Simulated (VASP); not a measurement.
Input of a VASP 6.6.1 run:

INCAR

```
  PREC = Accurate
  ENCUT = 520
  EDIFF = 1E-6
  ISMEAR = 0
  SIGMA = 0.15
  LREAL = False
  LASPH = True
  NELM = 100
  ALGO = Normal
  ISIF = 2
  LWAVE = False
  LCHARG = True
  GGA = PE
  LELF = True
  LVHAR = True
  NBANDS = 11
```

Contents of KPOINTS:

```
Automatic mesh
0
Gamma
  20 20 20
```

The input POSCAR:

```
Pd
1.0
    0.0000000000      1.9935225000      1.8476550000
    1.9935225000      0.0000000000      1.8476550000
    1.9935225000      1.9935225000      0.0000000000
Pd
1
Direct
    0.0000000000      0.0000000000      0.0000000000
```

Potentials or basis: VASP PAW PBE potentials, release 64 (Pd).

The run is started by

```console
$ cat potpaw_PBE.64/Pd/POTCAR > POTCAR
$ mpirun -np 1 vasp_std > vasp.out
```

Problem. What does it give for the band gap on the k mesh?

Solution. Zero (bands 5 and 6 overlap by 1.81 eV).

Problem. Estimate the pressure.

Solution. 8.0 GPa.

Stress tensor (GPa, compression positive):
```
7.07 0.00 0.00
0.00 7.07 0.00
0.00 0.00 9.87
```

Caveat: the cell differs from its parent crystal (strain +0.025 along x and y, -0.050 along z); the cell stands under pressure.
